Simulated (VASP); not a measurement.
Wanted: the native input for a VASP 6.6.1 run.

- Task: single point
- Functional: PBE
- Potentials or basis: VASP PAW PBE potentials, release 64 (Ag, Pb_d)
- Cutoff: 520 eV
- k mesh: 4 × 4 × 4
- Occupations: gaussian, width 0.1 eV
- Spin: no spin polarisation
- Dipole correction: no
- Further INCAR settings: ALGO = Fast; EDIFF = 1e-07; NBANDS = 45

The structure of Ag2Pb lies in POSCAR:

```
Ag2Pb
1.0
    4.2805757364      0.0000000000      0.0000000000
    0.0000000000      4.2805757364      0.0000000000
    0.0000000000      0.0000000000      7.4589473314
Ag Pb
4 2
Direct
    0.0000000000      0.0000000000      0.0000000000
    0.5000000000      0.5000000000      0.0000000000
    0.0000000000      0.5000000000      0.2589293836
    0.5000000000      0.0000000000      0.7410706164
    0.0000000000      0.5000000000      0.6651555619
    0.5000000000      0.0000000000      0.3348444381
```

The input as run:

INCAR

```
SYSTEM = Ag2Pb
PREC = Accurate
ENCUT = 520
EDIFF = 1E-7
ISMEAR = 0
SIGMA = 0.1
LREAL = .False.
LASPH = .True.
NELM = 100
ALGO = Fast
ISIF = 2
LWAVE = .False.
LCHARG = .False.
GGA = PE
NBANDS = 45
```

KPOINTS

```
Automatic mesh
0
Gamma
  4 4 4
  0 0 0
```

Potentials or basis: VASP PAW PBE potentials, release 64 (Ag, Pb_d).

The run is started by

```bash
$ cat potpaw_PBE.64/Ag/POTCAR potpaw_PBE.64/Pb_d/POTCAR > POTCAR
$ mpirun -np 1 vasp_std > vasp.out
```

It gave:

| Property | Result |
| --- | --- |
| Pressure | -0.1 GPa |
| Largest force | 0.017 eV/Å |
| Band gap on the k mesh | zero (bands 36 and 37 overlap by 2.25 eV) |

Caveat: the k points lie up to 0.37 Å⁻¹ apart, too coarse for converged energies and pressures of a metal; spin-orbit coupling is left out, which moves the levels of the heavy elements.

Wall time 50 s on 1 thread of Intel(R) Xeon(R) 6975P-C (Granite Rapids), on a shared host, peak memory 0.27 GiB.
